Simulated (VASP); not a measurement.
A run of VASP 6.6.1:

File INCAR:

```
PREC     = Accurate       # precision mode
ENCUT    = 520            # plane-wave cutoff, eV
EDIFF    = 1E-7           # SCF threshold, eV
ISMEAR   = -1             # smearing method
SIGMA    = 0.06122561905347299 # smearing width, eV
LREAL    = False          # projectors in reciprocal space
LASPH    = True           # aspherical terms in the spheres
NELM     = 60             # most SCF steps
ALGO     = Normal         # electronic algorithm
ISIF     = 2              # what is computed and relaxed
LWAVE    = False          # write WAVECAR
LCHARG   = False          # write CHGCAR
GGA      = PE             # functional
NBANDS   = 11             # bands
```

KPOINTS

```
Automatic mesh
0
Gamma
  21 21 21
```

Contents of POSCAR:

```
Pt
1.0
    2.6602612290      0.0000000000      0.0000000000
    0.0000000000      2.6602612290      0.0000000000
    0.0000000000      0.0000000000      2.6602612290
Pt
1
Direct
    0.0000000000      0.0000000000      0.0000000000
```

Potentials or basis: VASP PAW PBE potentials, release 64 (Pt).

Command:

```sh
$ cat potpaw_PBE.64/Pt/POTCAR > POTCAR
$ mpirun -np 1 vasp_std > vasp.out
```

Hardware: 1 thread of Intel(R) Xeon(R) Platinum 8259CL CPU @ 2.50GHz (Skylake/Cascade Lake) (shared host).

Question: How long does it take, and how much memory?

Answer: Wall time 30 s on 1 thread of Intel(R) Xeon(R) Platinum 8259CL CPU @ 2.50GHz (Skylake/Cascade Lake) (shared host), peak memory 0.17 GiB. Counts: scf iterations 12, k points 286.
